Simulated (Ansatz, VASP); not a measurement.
# One calculation of MgO, two programs

```
Mg O
1.0
     3.36130    0.00000    0.00000
    -1.68065    2.91097    0.00000
     0.00000    0.00000    4.71820
Mg O
2 2
Direct
  0.33333 0.66667 0.00366
  0.66667 0.33333 0.50366
  0.33333 0.66667 0.40094
  0.66667 0.33333 0.90094
```

Alike in both runs: task single point; functional PBEsol; k mesh 9 × 9 × 6; occupations gaussian, width 0.05 eV; no spin polarisation.

```csv
,VASP,Ansatz
version,VASP 6.6.1,Ansatz 0.2.0
potentials or method,"VASP PAW PBE potentials, release 64 (Mg, O), cutoff 520 eV","scalar-relativistic, plane waves, PAW"
valence electrons in the cell,16,32
```

|  | VASP | Ansatz | Ansatz less VASP |
| --- | --- | --- | --- |
| gap on the k mesh at the Fermi level (eV) | 3.38 | 3.39 | +0.004 |
| least direct gap on the mesh (eV) | 3.38 | 3.39 | +0.004 |
| pressure (GPa) | 3.5 | 3.7 | +0.22 |
| traceless stress, the component that is largest in VASP (GPa) | 11.84 | 11.59 | -0.250 |
| rms of the force components (eV/Å) | 0.673 | 0.661 | -0.0124 |

VASP's potentials were made for PBE, not for PBEsol, and Ansatz warns of the same on its side. Atom by atom the forces differ by 0.012 eV/Å (rms over components). With one functional, cell and mesh, what is left measures potentials, basis and numerics. VASP's potentials hold 16 valence electrons a cell and Ansatz's 32, so a difference there can come from the potentials and not from the codes.
